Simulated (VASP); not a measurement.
# GaP (R-3m) in VASP: further runs, part 2 of 2

VASP 6.6.1.

## (5) Single point, PBEsol (strain -0.0200 x Voigt [0, 0, 1, 0, 0, 0])

Contents of INCAR:

```
  PREC = Accurate
  ENCUT = 520
  EDIFF = 1E-6
  ISMEAR = 1
  SIGMA = 0.1
  LREAL = F
  LASPH = T
  NELM = 60
  ALGO = Normal
  ISIF = 2
  LWAVE = F
  LCHARG = F
  GGA = PS
  NBANDS = 26
```

Contents of KPOINTS:

```
Automatic mesh
0
Gamma
  12 12 12
```

Contents of POSCAR:

```
GaP
1.0
    1.9430151755      1.1218003346      6.3021938983
   -1.9430151755      1.1218003346      6.3021938983
    0.0000000000     -2.2436006692      6.3021938983
Ga P
2 2
Direct
    0.4353720000      0.4353720000      0.4353720000
    0.5646280000      0.5646280000      0.5646280000
    0.0573890000      0.0573890000      0.0573890000
    0.9426110000      0.9426110000      0.9426110000
```

Potentials or basis: VASP PAW PBE potentials, release 64 (Ga_d, P).

Started as:

```sh
> cat potpaw_PBE.64/Ga_d/POTCAR potpaw_PBE.64/P/POTCAR > POTCAR
> mpirun -np 1 vasp_std > vasp.out
```

OUTCAR:

```text
PREC = Accurate
   ENCUT = 520
   EDIFF = 1E-6
   ISMEAR = 1
   LREAL = F
   LASPH = T
   NELM = 60
   ISIF = 2
   GGA = PS

 ion  position               nearest neighbor table
   1  0.435  0.435  0.435-   3 2.40   3 2.40   3 2.40   2 2.44
   2  0.565  0.565  0.565-   4 2.40   4 2.40   4 2.40   1 2.44
   3  0.057  0.057  0.057-   4 2.17   1 2.40   1 2.40   1 2.40
   4  0.943  0.943  0.943-   3 2.17   2 2.40   2 2.40   2 2.40

  LATTYP: Found a trigonal (rhomboedric) cell.
 ALAT       =     6.6896481144
 COS(alpha) =     0.8312764000

  Lattice vectors:

 A1 = (   1.9430151755,   1.1218003346,   6.3021938983)
 A2 = (  -1.9430151755,   1.1218003346,   6.3021938983)
 A3 = (   0.0000000000,  -2.2436006692,   6.3021938983)

Analysis of symmetry for initial positions (statically):
=====================================================================
 Subroutine PRICEL returns:
 Original cell was already a primitive cell.
[... 171 lines left out ...]
  free energy    TOTEN  =       -19.30677103 eV

  energy without entropy =      -19.30690305  energy(sigma->0) =      -19.30681504

 E-fermi :   4.7620     XC(G=0):  -9.9412

 val. band max:        4.7236019318   @ k =   0.0000   0.0000   0.0000
 cond. band min:       5.5638668988   @ k =   0.5000   0.5000   0.0000
 fundamental gap:      0.8402649670
 Fermi energy:         4.7620468733

 k-point     1 :       0.0000    0.0000    0.0000
  band No.  band energies     occupation
      1     -10.0674      2.00000
      2      -9.9181      2.00000
      3      -9.9181      2.00000
      4      -9.8975      2.00000
      5      -9.8975      2.00000
      6      -9.8450      2.00000
[... 685 lines left out ...]
     25      11.9045      0.00000
     26      12.3767      0.00000

 [... further k-points ...]

------------------------ aborting loop because EDIFF is reached ----------------------------------------

  FORCE on cell =-STRESS in cart. coord.  units (eV):
  Direction    XX          YY          ZZ          XY          YZ          ZX
  --------------------------------------------------------------------------------------
  -------------------------------------------------------------------------------------
  Total       -1.4204110     -1.4204110      0.9820420      0.0000000      0.0000000      0.0000000
  in kB      -27.6114894    -27.6114894     19.0899970      0.0000000      0.0000000      0.0000000
  external PRESSURE =     -12.0443273 kB  Pullay stress =       0.0000000 kB

 VOLUME and BASIS-vectors are now :
 -----------------------------------------------------------------------------
  energy-cutoff  :      520.00
  volume of cell :       82.42
      direct lattice vectors                 reciprocal lattice vectors
     1.943015176  1.121800335  6.302193898     0.257332010  0.148570705  0.052891634
    -1.943015176  1.121800335  6.302193898    -0.257332010  0.148570705  0.052891634
     0.000000000 -2.243600669  6.302193898     0.000000000 -0.297141410  0.052891634

 POSITION                                       TOTAL-FORCE (eV/Angst)
 -----------------------------------------------------------------------------------
      0.00000      0.00000      8.23140         0.000000     -0.000000     -0.050355
      0.00000      0.00000     10.67519         0.000000      0.000000      0.050355
      0.00000      0.00000      1.08503         0.000000     -0.000000      0.430898
      0.00000      0.00000     17.82155         0.000000      0.000000     -0.430898
 -----------------------------------------------------------------------------------
    total drift:                                0.000000     -0.000000      0.000000

  FREE ENERGIE OF THE ION-ELECTRON SYSTEM (eV)
  ---------------------------------------------------
  free  energy   TOTEN  =       -19.3067710294 eV

  energy  without entropy=      -19.3069030467  energy(sigma->0) =      -19.30681504
```

OSZICAR:

```text
N       E                     dE             d eps       ncg     rms          rms(c)
DAV:   1     0.229677129063E+03    0.22968E+03   -0.17121E+04  9988   0.202E+03
DAV:   2     0.766305903885E+01   -0.22201E+03   -0.21352E+03 10612   0.430E+02
DAV:   3    -0.187901669776E+02   -0.26453E+02   -0.26059E+02 12222   0.120E+02
DAV:   4    -0.196611600430E+02   -0.87099E+00   -0.86801E+00 11660   0.221E+01
DAV:   5    -0.196844881666E+02   -0.23328E-01   -0.23309E-01 13334   0.336E+00    0.642E+00
DAV:   6    -0.193850616787E+02    0.29943E+00   -0.37843E-01 13908   0.101E+01    0.380E+00
DAV:   7    -0.193074485993E+02    0.77613E-01   -0.25315E-01 11544   0.320E+00    0.844E-01
DAV:   8    -0.193065298499E+02    0.91875E-03   -0.31622E-02 11596   0.197E+00    0.247E-01
DAV:   9    -0.193066756913E+02   -0.14584E-03   -0.33104E-03 12448   0.552E-01    0.937E-02
DAV:  10    -0.193067124297E+02   -0.36738E-04   -0.44625E-04 12060   0.169E-01    0.322E-02
DAV:  11    -0.193067655289E+02   -0.53099E-04   -0.56784E-05 10904   0.583E-02    0.177E-02
DAV:  12    -0.193067708536E+02   -0.53247E-05   -0.87567E-06 12300   0.256E-02    0.733E-03
DAV:  13    -0.193067710294E+02   -0.17580E-06   -0.85116E-07  7726   0.816E-03
   1 F= -.19306771E+02 E0= -.19306815E+02  d E =0.132017E-03
```

stdout:

```text
POSCAR found type information on POSCAR GaP
 POSCAR found :  2 types and       4 ions
 scaLAPACK will be used
 -----------------------------------------------------------------------------
|                                                                             |
|                                                                             |
|     You enforced a specific xc type in the INCAR file but a different       |
|     I HOPE YOU KNOW WHAT YOU ARE DOING!                                     |
|                                                                             |
 -----------------------------------------------------------------------------

 LDA part: xc-table for (Slater+PW92), standard interpolation
 POSCAR, INCAR and KPOINTS ok, starting setup
 FFT: planning ... GRIDC
 FFT: planning ... GRID_SOFT
 FFT: planning ... GRID
 WAVECAR not read
 entering main loop
```

It took 7.5 min on 1 thread of Intel Xeon 6975P-C (Granite Rapids), shared host; peak memory 0.57 GiB.

Results:

| Quantity | Value |
| --- | --- |
| Free energy | -19.3068 eV |
| Pressure | -1.2 GPa |
| Largest force | 0.431 eV/Å |
| Band gap on the k mesh | 0.84 eV, indirect (least direct gap 0.90 eV) |

Forces in eV/Å, atoms in the order of the input:
```
Ga   0.000  0.000 -0.050
Ga   0.000  0.000  0.050
P    0.000  0.000  0.431
P    0.000  0.000 -0.431
```

Caveat: the cell differs from its parent crystal (strain -0.0200 x Voigt [0, 0, 1, 0, 0, 0]); the PAW data sets were made with another functional, which shifts forces and pressure a little.

## (6) Single point, PBEsol (strain -0.0150 x Voigt [0, 0, 1, 0, 0, 0])

Contents of INCAR:

```
SYSTEM = GaP
ALGO     = Normal         ! electronic algorithm
EDIFF    = 1E-6           ! SCF threshold, eV
ENCUT    = 520            ! plane-wave cutoff, eV
GGA      = PS             ! functional
ISIF     = 2              ! what is computed and relaxed
ISMEAR   = 1              ! smearing method
LASPH    = .True.         ! aspherical terms in the spheres
LCHARG   = .True.         ! write CHGCAR
LELF     = .True.         ! ELF
LREAL    = .False.        ! projectors in reciprocal space
LVHAR    = .True.       
LWAVE    = .False.        ! write WAVECAR
NBANDS   = 26             ! bands
NELM     = 100            ! most SCF steps
PREC     = Accurate       ! precision mode
SIGMA    = 0.1            ! smearing width, eV
```

Contents of KPOINTS:

```
k-points
0
Gamma
  12 12 12
  0 0 0
```

Contents of POSCAR:

```
GaP
1.0
    1.9430151755      1.1218003346      6.3343479488
   -1.9430151755      1.1218003346      6.3343479488
    0.0000000000     -2.2436006692      6.3343479488
Ga P
2 2
Direct
    0.4353720000      0.4353720000      0.4353720000
    0.5646280000      0.5646280000      0.5646280000
    0.0573890000      0.0573890000      0.0573890000
    0.9426110000      0.9426110000      0.9426110000
```

Potentials or basis: VASP PAW PBE potentials, release 64 (Ga_d, P).

Started as:

```sh
> cat potpaw_PBE.64/Ga_d/POTCAR potpaw_PBE.64/P/POTCAR > POTCAR
> mpirun -np 1 vasp_std > vasp.out
```

OUTCAR:

```text
SYSTEM = GaP
   EDIFF = 1E-6
   ENCUT = 520
   GGA = PS
   ISIF = 2
   ISMEAR = 1
   LASPH = .True.
   LREAL = .False.
   NELM = 100
   PREC = Accurate

 ion  position               nearest neighbor table
   1  0.435  0.435  0.435-   3 2.40   3 2.40   3 2.40   2 2.46
   2  0.565  0.565  0.565-   4 2.40   4 2.40   4 2.40   1 2.46
   3  0.057  0.057  0.057-   4 2.18   1 2.40   1 2.40   1 2.40
   4  0.943  0.943  0.943-   3 2.18   2 2.40   2 2.40   2 2.40

  LATTYP: Found a trigonal (rhomboedric) cell.
 ALAT       =     6.7199485042
 COS(alpha) =     0.8327945262

  Lattice vectors:

 A1 = (   1.9430151755,   1.1218003346,   6.3343479488)
 A2 = (  -1.9430151755,   1.1218003346,   6.3343479488)
 A3 = (   0.0000000000,  -2.2436006692,   6.3343479488)

Analysis of symmetry for initial positions (statically):
=====================================================================
 Subroutine PRICEL returns:
 Original cell was already a primitive cell.

 Routine SETGRP: Setting up the symmetry group for a
 trigonal (rhombohedral) supercell.

 Subroutine GETGRP returns: Found 12 space group operations
 (whereof 12 operations were pure point group operations)
 out of a pool of 12 trial point group operations.

The static configuration has the point symmetry D_3d.

Analysis of symmetry for dynamics (positions and initial velocities):
=====================================================================
 Subroutine PRICEL returns:
 Original cell was already a primitive cell.

 Routine SETGRP: Setting up the symmetry group for a
 trigonal (rhombohedral) supercell.

 Subroutine GETGRP returns: Found 12 space group operations
 (whereof 12 operations were pure point group operations)
[... 121 lines left out ...]
   ISMEAR =     1;   SIGMA  =   0.10  broadening in eV -4-tet -1-fermi 0-gaus
   EFERMI_NEDOS =   21; number of points for ismear=-14 and -15
   IALGO  =     38    algorithm
   IMIX   =      4    mixing-type and parameters
     AMIX     =   0.40;   BMIX     =  1.00
     AMIX_MAG =   1.60;   BMIX_MAG =  1.00
  volume/ion in A,a.u.               =      20.71       139.76
  Fermi-wavevector in a.u.,A,eV,Ry     =   1.240016  2.343291 20.920864  1.537640
  Thomas-Fermi vector in A             =   2.374475
   LORBIT       =      0    0 simple, 1 ext, 2 COOP (PROOUT), +10 PAW based schemes
   GGA     = PS    functional components
   LHFCALC =     F    Hartree Fock is set to
   AEXX    =    0.0000 exact exchange contribution
   IVDW    =     0    specifies the selected vdW correction
   LEPSILON=     F    determine dielectric tensor
   LRPA    =     F    only Hartree local field effects (RPA)
 non-spin polarized calculation
 Methfessel and Paxton  Order N= 1 SIGMA  =   0.10
  energy-cutoff  :      520.00
  volume of cell :       82.84
 maximum number of plane-waves:      2249
 NGX is ok and might be reduce to    50
   NGX = 25   NGY = 25   NGZ = 25

 number of electron      35.9999991 magnetization

 Free energy of the ion-electron system (eV)
  ---------------------------------------------------
  ext. energy  EPLUGINS =         0.00000000
  ---------------------------------------------------
  free energy    TOTEN  =       -19.31026073 eV

  energy without entropy =      -19.31039365  energy(sigma->0) =      -19.31030503

 E-fermi :   4.7124     XC(G=0):  -9.9192

 val. band max:        4.6736182663   @ k =   0.0000   0.0000   0.0000
 cond. band min:       5.4897430859   @ k =   0.5000   0.5000   0.0000
 fundamental gap:      0.8161248197
 Fermi energy:         4.7123971384

 k-point     1 :       0.0000    0.0000    0.0000
  band No.  band energies     occupation
      1     -10.1048      2.00000
      2      -9.9613      2.00000
      3      -9.9613      2.00000
      4      -9.9426      2.00000
      5      -9.9426      2.00000
      6      -9.8903      2.00000
[... 685 lines left out ...]
     25      11.8330      0.00000
     26      12.3276      0.00000

 [... further k-points ...]

------------------------ aborting loop because EDIFF is reached ----------------------------------------

  FORCE on cell =-STRESS in cart. coord.  units (eV):
  Direction    XX          YY          ZZ          XY          YZ          ZX
  --------------------------------------------------------------------------------------
  -------------------------------------------------------------------------------------
  Total       -1.4563965     -1.4563965      0.3630585      0.0000000     -0.0000000      0.0000000
  in kB      -28.1673043    -28.1673043      7.0216996      0.0000000     -0.0000000      0.0000000
  external PRESSURE =     -16.4376363 kB  Pullay stress =       0.0000000 kB

 VOLUME and BASIS-vectors are now :
 -----------------------------------------------------------------------------
  energy-cutoff  :      520.00
  volume of cell :       82.84
      direct lattice vectors                 reciprocal lattice vectors
     1.943015176  1.121800335  6.334347949     0.257332010  0.148570705  0.052623149
    -1.943015176  1.121800335  6.334347949    -0.257332010  0.148570705  0.052623149
     0.000000000 -2.243600669  6.334347949     0.000000000 -0.297141410  0.052623149

 POSITION                                       TOTAL-FORCE (eV/Angst)
 -----------------------------------------------------------------------------------
      0.00000      0.00000      8.27339         0.000000      0.000000     -0.021180
      0.00000      0.00000     10.72965         0.000000     -0.000000      0.021180
      0.00000      0.00000      1.09057         0.000000      0.000000      0.334470
      0.00000      0.00000     17.91248         0.000000     -0.000000     -0.334470
 -----------------------------------------------------------------------------------
    total drift:                                0.000000     -0.000000      0.000000

  FREE ENERGIE OF THE ION-ELECTRON SYSTEM (eV)
  ---------------------------------------------------
  free  energy   TOTEN  =       -19.3102607273 eV

  energy  without entropy=      -19.3103936486  energy(sigma->0) =      -19.31030503
```

It took 7.5 min on 1 thread of Intel Xeon 6975P-C (Granite Rapids), shared host; peak memory 0.57 GiB.

Results:

| Property | Result |
| --- | --- |
| Free energy | -19.3103 eV |
| Pressure | -1.6 GPa |
| Largest force | 0.334 eV/Å |
| Band gap on the k mesh | 0.82 eV, indirect (least direct gap 0.93 eV) |

Forces on the atoms (eV/Å):
```
Ga   0.000  0.000 -0.021
Ga   0.000  0.000  0.021
P    0.000  0.000  0.334
P    0.000  0.000 -0.334
```

Stress tensor (GPa, compression positive):
```
-2.82  0.00  0.00
 0.00 -2.82  0.00
 0.00  0.00  0.70
```

Levels at points of the mesh, in eV from the valence-band top:
```tsv
k point	band 14	band 15	band 16	band 17	band 18	band 19	band 20	band 21	band 22	band 23
(0.00, 0.00, 0.00)	-1.91	-1.91	-0.23	0.00	0.00	0.93	1.66	2.79	3.56	3.56
(0.50, 0.00, 0.00)	-5.57	-4.56	-2.94	-2.77	-1.79	1.48	2.61	3.81	4.49	6.22
(0.50, 0.50, 0.00)	-6.86	-3.83	-3.23	-1.21	-0.48	0.82	1.29	1.53	4.00	4.06
(0.50, 0.50, 0.50)	-3.69	-1.82	-1.82	-0.28	-0.28	0.95	2.27	3.75	3.75	4.99
```

Caveat: the cell differs from its parent crystal (strain -0.0150 x Voigt [0, 0, 1, 0, 0, 0]); the PAW data sets were made with another functional, which shifts forces and pressure a little. A k mesh can miss the band edges.

## (7) Overview

| cell | gap on the mesh (eV) | pressure (GPa) | largest force (eV/Å) |
| --- | --- | --- | --- |
| a = 6.750 Å, angles 33.5°, 4 atoms | 0.79 | -2.1 | 0.24 |
| a = 6.781 Å, angles 33.3°, 4 atoms | 0.77 | -2.5 | 0.16 |
| a = 6.933 Å, angles 32.6°, 4 atoms | 0.64 | -4.2 | 0.17 |
| a = 6.690 Å, angles 33.8°, 4 atoms | 0.84 | -1.2 | 0.43 |
| a = 6.720 Å, angles 33.6°, 4 atoms | 0.82 | -1.6 | 0.33 |

Alike in all rows: task single point; level PBEsol; potentials or basis VASP PAW PBE potentials, release 64 (Ga_d, P); no spin polarisation; k mesh 12 × 12 × 12; cutoff (eV) 520; smearing methfessel-paxton 0.1 eV.

Caveats: the PAW data sets were made with another functional, which shifts forces and pressure a little.

Absolute energies hang on the potentials; compare differences alone.
